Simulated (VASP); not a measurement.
# Ge in VASP: a series of runs, part 2 of 2

VASP 6.6.1. The steps go on from the part before.

**3. Single point, LDA**

INCAR reads:

```
  PREC = Accurate
  ENCUT = 520
  EDIFF = 1E-7
  ISMEAR = 0
  SIGMA = 0.1
  LREAL = F
  LASPH = T
  NELM = 80
  ALGO = Normal
  ISIF = 2
  LWAVE = F
  LCHARG = F
  LDIPOL = T
  IDIPOL = 3
  DIPOL = 0.5 0.5 0.500
  NBANDS = 21
```

KPOINTS reads:

```
regular mesh
0
Gamma
  12 12 1
```

POSCAR reads:

```
Ge
1.0
    4.0850000000      0.0000000000      0.0000000000
   -2.0425000000      3.5377137745      0.0000000000
    0.0000000000      0.0000000000     28.0000000000
Ge
2
Direct
    0.3333333333      0.6666666667      0.5153035714
    0.6666666667      0.3333333333      0.4846964286
```

Potentials or basis: VASP PAW LDA potentials, release 64 (Ge_d).

Launch:

```console
$ cat potpaw_LDA.64/Ge_d/POTCAR > POTCAR
$ mpirun -np 1 vasp_std > vasp.out
```

OUTCAR:

```text
PREC = Accurate
   ENCUT = 520
   EDIFF = 1E-7
   ISMEAR = 0
   LREAL = F
   LASPH = T
   NELM = 80
   ISIF = 2

 ion  position               nearest neighbor table
   1  0.333  0.667  0.515-   2 2.51   2 2.51   2 2.51
   2  0.667  0.333  0.485-   1 2.51   1 2.51   1 2.51

  LATTYP: Found a hexagonal cell.
 ALAT       =     4.0850000000
 C/A-ratio  =     6.8543451652

  Lattice vectors:

 A1 = (   4.0850000000,   0.0000000000,   0.0000000000)
 A2 = (  -2.0425000000,   3.5377137745,   0.0000000000)
 A3 = (   0.0000000000,   0.0000000000,  28.0000000000)

Analysis of symmetry for initial positions (statically):
=====================================================================
 Subroutine PRICEL returns:
 Original cell was already a primitive cell.

 Routine SETGRP: Setting up the symmetry group for a
 hexagonal supercell.

 Subroutine GETGRP returns: Found 12 space group operations
 (whereof 12 operations were pure point group operations)
 out of a pool of 24 trial point group operations.

The static configuration has the point symmetry D_3d.

Analysis of symmetry for dynamics (positions and initial velocities):
=====================================================================
 Subroutine PRICEL returns:
 Original cell was already a primitive cell.

 Routine SETGRP: Setting up the symmetry group for a
 hexagonal supercell.

 Subroutine GETGRP returns: Found 12 space group operations
 (whereof 12 operations were pure point group operations)
 out of a pool of 24 trial point group operations.

The dynamic configuration has the point symmetry D_3d.

 Subroutine INISYM returns: Found 12 space group operations
 (whereof 12 operations are pure point group operations),
 and found     1 'primitive' translations

----------------------------------------------------------------------------------------

                                     Primitive cell

  volume of cell :     404.6437

[... 105 lines left out ...]
  Thomas-Fermi vector in A             =   1.748124
   LORBIT       =      0    0 simple, 1 ext, 2 COOP (PROOUT), +10 PAW based schemes
   GGA     = CA    functional components
   LHFCALC =     F    Hartree Fock is set to
   AEXX    =    0.0000 exact exchange contribution
   IVDW    =     0    specifies the selected vdW correction
   LEPSILON=     F    determine dielectric tensor
   LRPA    =     F    only Hartree local field effects (RPA)
 non-spin polarized calculation
 Gauss-broadening in eV      SIGMA  =   0.10
  energy-cutoff  :      520.00
  volume of cell :      404.64
 maximum number of plane-waves:     10948
   NGX = 15   NGY = 15   NGZ =105

 dipolmoment           0.000000      0.000000      0.000000 electrons x Angstroem

 number of electron      27.9999985 magnetization

 dipolmoment           0.000000      0.000000     -0.000000 electrons x Angstroem

 Free energy of the ion-electron system (eV)
  ---------------------------------------------------
  ext. energy  EPLUGINS =         0.00000000
  ---------------------------------------------------
  free energy    TOTEN  =        -8.95992418 eV

  energy without entropy =       -8.95773279  energy(sigma->0) =       -8.95882849

 E-fermi :  -3.7227     XC(G=0):  -1.6972

 val. band max:       -3.7778133479   @ k =   0.3333   0.3333   0.0000
 cond. band min:      -3.7204030779   @ k =   0.0000   0.0000   0.0000
 fundamental gap:      0.0574102700
 Fermi energy:        -3.7226602132

 k-point     1 :       0.0000    0.0000    0.0000
  band No.  band energies     occupation
      1     -28.1315      2.00000
      2     -28.1315      2.00000
      3     -28.0774      2.00000
      4     -28.0774      2.00000
      5     -28.0716      2.00000
      6     -28.0632      2.00000
[... 445 lines left out ...]
     20       3.2801      0.00000
     21       3.3846      0.00000

------------------------ aborting loop because EDIFF is reached ----------------------------------------

 vacuum level on the upper side and lower side of the slab       (xc-potential included)        -0.006        -0.006

  FORCE on cell =-STRESS in cart. coord.  units (eV):
  Direction    XX          YY          ZZ          XY          YZ          ZX
  --------------------------------------------------------------------------------------
  -------------------------------------------------------------------------------------
  Total       -2.2994134     -2.2994134     -0.9286195      0.0000000      0.0000000      0.0000000
  in kB       -9.1044738     -9.1044738     -3.6768472      0.0000000      0.0000000      0.0000000
  external PRESSURE =      -7.2952649 kB  Pullay stress =       0.0000000 kB

 VOLUME and BASIS-vectors are now :
 -----------------------------------------------------------------------------
  energy-cutoff  :      520.00
  volume of cell :      404.64
      direct lattice vectors                 reciprocal lattice vectors
     4.085000000  0.000000000  0.000000000     0.244798042  0.141334215  0.000000000
    -2.042500000  3.537713774  0.000000000     0.000000000  0.282668430  0.000000000
     0.000000000  0.000000000 28.000000000     0.000000000  0.000000000  0.035714286

 POSITION                                       TOTAL-FORCE (eV/Angst)
 -----------------------------------------------------------------------------------
     -0.00000      2.35848     14.42850         0.000000     -0.000000     -1.067211
      2.04250      1.17924     13.57150        -0.000000      0.000000      1.067211
 -----------------------------------------------------------------------------------
    total drift:                                0.000000     -0.000000     -0.000000

  FREE ENERGIE OF THE ION-ELECTRON SYSTEM (eV)
  ---------------------------------------------------
  free  energy   TOTEN  =        -8.9599241785 eV

  energy  without entropy=       -8.9577327942  energy(sigma->0) =       -8.95882849

 vacuum level on the upper side and lower side of the slab         1.001         1.001
```

stdout:

```text
POSCAR found type information on POSCAR Ge
 POSCAR found :  1 types and       2 ions
 scaLAPACK will be used
 LDA part: xc-table for (Slater(with rela. corr.)+CA(PZ))
 , standard interpolation
 POSCAR, INCAR and KPOINTS ok, starting setup
 FFT: planning ... GRIDC
 FFT: planning ... GRID_SOFT
 FFT: planning ... GRID
 WAVECAR not read
 entering main loop
```

Wall time 4.9 min (1 thread of AMD EPYC 7R43 (Zen 3), shared host); peak memory 0.37 GiB.

What came out:

- Free energy: -8.9599 eV
- Largest force: 1.067 eV/Å
- Band gap on the k mesh: zero (band 14 reaches -3.72 eV, above the bottom of band 15 at -3.78 eV)

Forces on the atoms (eV/Å):
```
Ge   0.000  0.000 -1.067
Ge   0.000  0.000  1.067
```

**4. Single point, LDA**

INCAR reads:

```
PREC = Accurate
ENCUT = 520
EDIFF = 1E-6
ISMEAR = 0
SIGMA = 0.1
LREAL = F
LASPH = T
NELM = 60
ALGO = Normal
ISIF = 2
LWAVE = F
LCHARG = F
LDIPOL = T
IDIPOL = 3
DIPOL = 0.5 0.5 0.500
NBANDS = 21
```

KPOINTS reads:

```
Automatic mesh
0
Gamma
  12 12 1
```

POSCAR reads:

```
Ge
1.0
    4.0850000000      0.0000000000      0.0000000000
   -2.0425000000      3.5377137745      0.0000000000
    0.0000000000      0.0000000000     28.0000000000
Ge
2
Direct
    0.3333333333      0.6666666667      0.5025535714
    0.6666666667      0.3333333333      0.4974464286
```

Launch:

```console
$ cat potpaw_LDA.64/Ge_d/POTCAR > POTCAR
$ mpirun -np 1 vasp_std > vasp.out
```

Run time: 4.3 min. Hardware: 1 thread of AMD EPYC 7R43 (Zen 3), shared host; peak memory 0.36 GiB.

It converged, with:

```yaml
Free_energy: -8.9468 eV
Largest_force: 0.290 eV/Å
Band_gap_on_the_k_mesh: zero (band 14 reaches -3.55 eV, above the bottom of band 15 at -4.97 eV)
```

Forces on the atoms (eV/Å):
```
Ge   0.000  0.000  0.290
Ge   0.000  0.000 -0.290
```

Levels at points of the mesh, in eV from the Fermi level:
```
           k point  band 12  band 13  band 14  band 15  band 16  band 17
(0.00, 0.00, 0.00)    -2.74    -1.38    -1.38    -1.12     3.36     3.36
(0.50, 0.00, 0.00)    -8.03    -2.87    -0.70     0.54     1.09     6.17
```
